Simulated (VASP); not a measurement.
# SnSe2 (P-3m1) in VASP: a series of runs, part 2 of 2

VASP 6.6.1. Earlier steps stand in the parts before.

## Step 4: Single point, r2SCAN

POSCAR

```
SnSe2
1.0
    3.8405676479      0.0000000000      0.0000000000
   -1.9202838240      3.3260291481      0.0000000000
    0.0000000000      0.0000000000      6.5233023644
Sn Se
1 2
Direct
    0.0000000000      0.0000000000      0.0000000000
    0.3333333333      0.6666666667      0.2412719747
    0.6666666667      0.3333333333      0.7587280253
```

INCAR.step1

```
PREC     = Accurate       # precision mode
ENCUT    = 520            # plane-wave cutoff, eV
ISMEAR   = 0              # smearing method
SIGMA    = 0.05           # smearing width, eV
LREAL    = F              # projectors in reciprocal space
LASPH    = T              # aspherical terms in the spheres
NELM     = 100            # most SCF steps
NBANDS   = 20             # bands
GGA      = PE             # functional
ALGO     = Normal         # electronic algorithm
EDIFF    = 1E-4           # SCF threshold, eV
LWAVE    = T              # write WAVECAR
LCHARG   = F              # write CHGCAR
```

INCAR.step2

```
PREC     = Accurate       # precision mode
ENCUT    = 520            # plane-wave cutoff, eV
EDIFF    = 1E-6           # SCF threshold, eV
ISMEAR   = 0              # smearing method
SIGMA    = 0.05           # smearing width, eV
LREAL    = F              # projectors in reciprocal space
LASPH    = T              # aspherical terms in the spheres
NELM     = 100            # most SCF steps
ALGO     = Normal         # electronic algorithm
ISIF     = 2              # what is computed and relaxed
LWAVE    = F              # write WAVECAR
LCHARG   = F              # write CHGCAR
METAGGA  = R2SCAN         # meta-GGA
LMIXTAU  = T            
NBANDS   = 20             # bands
ISTART   = 1
```

KPOINTS

```
Automatic mesh
0
Gamma
  12 12 6
```

Potentials or basis: VASP PAW PBE potentials, release 64 (Sn_d, Se).

On the command line:

```
> cat potpaw_PBE.64/Sn_d/POTCAR potpaw_PBE.64/Se/POTCAR > POTCAR
> cp INCAR.step1 INCAR
> mpirun -np 1 vasp_std > vasp.out
> cp INCAR.step2 INCAR
> mpirun -np 1 vasp_std > vasp.out
```

OUTCAR:

```text
PREC = Accurate
   ENCUT = 520
   EDIFF = 1E-6
   ISMEAR = 0
   LREAL = F
   LASPH = T
   NELM = 100
   ISIF = 2
   METAGGA = R2SCAN
   ISTART = 1

 ion  position               nearest neighbor table
   1  0.000  0.000  0.000-   2 2.72   3 2.72   3 2.72   2 2.72   3 2.72   2 2.72
   2  0.333  0.667  0.241-   1 2.72   1 2.72   1 2.72
   3  0.667  0.333  0.759-   1 2.72   1 2.72   1 2.72

  LATTYP: Found a hexagonal cell.
 ALAT       =     3.8405676479
 C/A-ratio  =     1.6985255729

  Lattice vectors:

 A1 = (   3.8405676479,   0.0000000000,   0.0000000000)
 A2 = (  -1.9202838240,   3.3260291481,   0.0000000000)
 A3 = (   0.0000000000,   0.0000000000,   6.5233023644)

Analysis of symmetry for initial positions (statically):
=====================================================================
 Subroutine PRICEL returns:
 Original cell was already a primitive cell.

 Routine SETGRP: Setting up the symmetry group for a
 hexagonal supercell.

 Subroutine GETGRP returns: Found 12 space group operations
 (whereof 12 operations were pure point group operations)
 out of a pool of 24 trial point group operations.
[... 162 lines left out ...]
  free energy    TOTEN  =       -54.63928918 eV

  energy without entropy =      -54.63928918  energy(sigma->0) =      -54.63928918

 E-fermi :   3.3077     XC(G=0):  -9.5880

 val. band max:        3.0277298619   @ k =   0.1667  -0.0000   0.1667
 cond. band min:       4.0497733078   @ k =   0.5000  -0.0000   0.3333
 fundamental gap:      1.0220434459
 Fermi energy:         3.3077326838

 k-point     1 :       0.0000    0.0000    0.0000
  band No.  band energies     occupation
      1     -18.7775      2.00000
      2     -18.7775      2.00000
      3     -18.7227      2.00000
      4     -18.7155      2.00000
      5     -18.7155      2.00000
      6     -11.0597      2.00000
[... 541 lines left out ...]
     19      11.7985      0.00000
     20      12.5381      0.00000

 [... further k-points ...]

------------------------ aborting loop because EDIFF is reached ----------------------------------------

  FORCE on cell =-STRESS in cart. coord.  units (eV):
  Direction    XX          YY          ZZ          XY          YZ          ZX
  --------------------------------------------------------------------------------------
  -------------------------------------------------------------------------------------
  Total        0.0274643      0.0274643      0.0287277     -0.0000000     -0.0000000      0.0000000
  in kB        0.5280688      0.5280688      0.5523605     -0.0000000     -0.0000000      0.0000000
  external PRESSURE =       0.5361660 kB  Pullay stress =       0.0000000 kB

 VOLUME and BASIS-vectors are now :
 -----------------------------------------------------------------------------
  energy-cutoff  :      520.00
  volume of cell :       83.33
      direct lattice vectors                 reciprocal lattice vectors
     3.840567648  0.000000000  0.000000000     0.260378176  0.150329410  0.000000000
    -1.920283824  3.326029148  0.000000000     0.000000000  0.300658820  0.000000000
     0.000000000  0.000000000  6.523302364     0.000000000  0.000000000  0.153296589

 POSITION                                       TOTAL-FORCE (eV/Angst)
 -----------------------------------------------------------------------------------
      0.00000      0.00000      0.00000        -0.000000      0.000000      0.000000
     -0.00000      2.21735      1.57389        -0.000000      0.000000      0.012187
      1.92028      1.10868      4.94941         0.000000     -0.000000     -0.012187
 -----------------------------------------------------------------------------------
    total drift:                                0.000000     -0.000000      0.000000

  FREE ENERGIE OF THE ION-ELECTRON SYSTEM (eV)
  ---------------------------------------------------
  free  energy   TOTEN  =       -54.6392891753 eV

  energy  without entropy=      -54.6392891753  energy(sigma->0) =      -54.63928918
```

OSZICAR.step1:

```text
N       E                     dE             d eps       ncg     rms          rms(c)
DAV:   1     0.204949608133E+03    0.20495E+03   -0.12123E+04  4104   0.144E+03
DAV:   2     0.115127004038E+02   -0.19344E+03   -0.18584E+03  4232   0.378E+02
DAV:   3    -0.113364991352E+02   -0.22849E+02   -0.22358E+02  4960   0.114E+02
DAV:   4    -0.121023535976E+02   -0.76585E+00   -0.76469E+00  4712   0.221E+01
DAV:   5    -0.121221476623E+02   -0.19794E-01   -0.19792E-01  5556   0.368E+00    0.489E+00
DAV:   6    -0.118696334889E+02    0.25251E+00   -0.52589E-01  6080   0.742E+00    0.314E+00
DAV:   7    -0.118525366490E+02    0.17097E-01   -0.15371E-01  4616   0.244E+00    0.100E+00
DAV:   8    -0.118524310619E+02    0.10559E-03   -0.12309E-02  5068   0.104E+00    0.270E-01
DAV:   9    -0.118529491642E+02   -0.51810E-03   -0.15067E-03  4448   0.302E-01    0.837E-02
DAV:  10    -0.118529614167E+02   -0.12252E-04   -0.11050E-04  3664   0.756E-02
   1 F= -.11852961E+02 E0= -.11852961E+02  d E =-.314776E-11
```

Wall time 8.9 min (1 thread of Intel Xeon Platinum 8259CL at 2.50GHz (Skylake/Cascade Lake), shared host); peak memory 0.32 GiB.

What came out:

```yaml
Free_energy: -54.6393 eV
Pressure: 0.1 GPa
Largest_force: 0.012 eV/Å
Band_gap_on_the_k_mesh: 1.02 eV, indirect (least direct gap 1.46 eV)
```

Forces on the atoms (eV/Å):
```
Sn   0.000  0.000  0.000
Se   0.000  0.000  0.012
Se   0.000  0.000 -0.012
```

Caveat: the PAW data sets were made with another functional, which shifts forces and pressure a little; spin-orbit coupling is left out, which moves the levels of the heavy elements.

## Step 5: Summary

| k mesh | smearing | gap on the mesh (eV) | pressure (GPa) | largest force (eV/Å) |
| --- | --- | --- | --- | --- |
| 12 × 12 × 4 | gaussian 0.05 eV | 1.04 | 0.1 | 0.01 |
| 12 × 12 × 6 | gaussian 0.02 eV | 1.02 | 0.1 | 0.01 |
| 12 × 12 × 6 | gaussian 0.05 eV | 1.02 | 0.1 | 0.01 |

Alike in all rows: task single point; level r2SCAN; potentials or basis VASP PAW PBE potentials, release 64 (Sn_d, Se); no spin polarisation; cell a = 3.841, b = 3.841, c = 6.523 Å, angles 90.0, 90.0, 120.0°, 3 atoms; cutoff (eV) 520.

On the cell as given the gap runs from 1.02 eV (r2SCAN) to 1.04 eV (r2SCAN); the meshes differ, which moves gaps too.

Caveats: the PAW data sets were made with another functional, which shifts forces and pressure a little; spin-orbit coupling is left out, which moves the levels of the heavy elements.

Absolute energies hang on the potentials; compare differences alone.
